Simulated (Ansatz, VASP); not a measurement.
Two plane-wave programs on InO

Contents of INCAR:

```
ALGO     = Normal         # electronic algorithm
EDIFF    = 1E-6           # SCF threshold, eV
ENCUT    = 520            # plane-wave cutoff, eV
GGA      = PE             # functional
ISIF     = 2              # what is computed and relaxed
ISMEAR   = 0              # smearing method
LASPH    = True           # aspherical terms in the spheres
LCHARG   = True           # write CHGCAR
LELF     = True           # ELF
LREAL    = False          # projectors in reciprocal space
LVHAR    = True         
LWAVE    = False          # write WAVECAR
NBANDS   = 27             # bands
NELM     = 60             # most SCF steps
PREC     = Accurate       # precision mode
SIGMA    = 0.03           # smearing width, eV
```

File KPOINTS:

```
k-points
0
Gamma
  12 12 2
```

The input POSCAR:

```
InO
1.0
    3.2809331112      0.0000000000      0.0000000000
   -1.6404665556      2.8413714224      0.0000000000
    0.0000000000      0.0000000000     16.2740275000
In O
2 2
Direct
    0.6666666667      0.3333333333      0.5900210000
    0.6666666667      0.3333333333      0.4099790000
    0.0000000000      0.0000000000      0.6398670000
    0.0000000000      0.0000000000      0.3601330000
```

Input for Ansatz:

```yaml
crystal:
  lattice:
    - [3.2809331112, 0.0, 0.0]
    - [-1.6404665556, 2.8413714224, 0.0]
    - [0.0, 0.0, 16.2740275]
  atoms:
    - { symbol: In, position: [0.6666666667, 0.3333333333, 0.590021] }
    - { symbol: In, position: [0.6666666667, 0.3333333333, 0.409979] }
    - { symbol: O, position: [0.0, 0.0, 0.639867] }
    - { symbol: O, position: [0.0, 0.0, 0.360133] }
basis:
  ecutwfc: 420
kpoints:
  mp_grid: { grid: [12, 12, 2] }
hamiltonian:
  xc: pbe
scf:
  occupations: { method: gaussian, width: 0.03 }
output:
  forces: true
  stress: true
  eigenvalues: true
```

Change from the starting cell: strain -0.050 along x and y, +0.025 along z, atoms carried along.

Alike in both runs: task single point; functional PBE; k mesh 12 × 12 × 2; occupations gaussian, width 0.03 eV; no spin polarisation.

```csv
,VASP,Ansatz
version,VASP 6.6.1,Ansatz 0.2.0
potentials or method,"VASP PAW PBE potentials, release 64 (In_d, O), cutoff 520 eV","scalar-relativistic, plane waves, PAW"
valence electrons in the cell,38,38
```

```tsv
	VASP	Ansatz	Ansatz less VASP
gap on the k mesh at the Fermi level (eV)	0.16	0.16	+0.005
least direct gap on the mesh (eV)	1.45	1.46	+0.012
rms of the force components (eV/Å)	0.645	0.620	-0.0255
```

Atom by atom the forces differ by 0.026 eV/Å (rms over components). The functional is the same, so the differences come from potentials, cutoffs and numerics.
